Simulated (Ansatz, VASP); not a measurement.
Two plane-wave programs on YN

```
CELL_PARAMETERS angstrom
0.00000 2.46265 2.46265
2.46265 0.00000 2.46265
2.46265 2.46265 0.00000
ATOMIC_POSITIONS crystal
Y 0.00000 0.00000 0.00000
N 0.50000 0.50000 0.50000
```

Change from the starting cell: volume scaled by 1.03, PAW files.

Alike in both runs: task electric field gradients; functional PBE; k mesh 9 × 9 × 9; occupations fermi-dirac, width 0.03 eV; no spin polarisation.

```csv
,VASP,Ansatz
version,VASP 6.6.1,Ansatz 0.2.0
potentials or method,"VASP PAW PBE potentials, release 64 (Y_sv, N)","PAW with Ansatz's default frozen-core files, scalar-relativistic"
plane-wave cutoff (eV),520,420
valence electrons in the cell,16,16
```

```tsv
	VASP	Ansatz	Ansatz less VASP
pressure (GPa)	-2.0	-1.8	+0.15
```
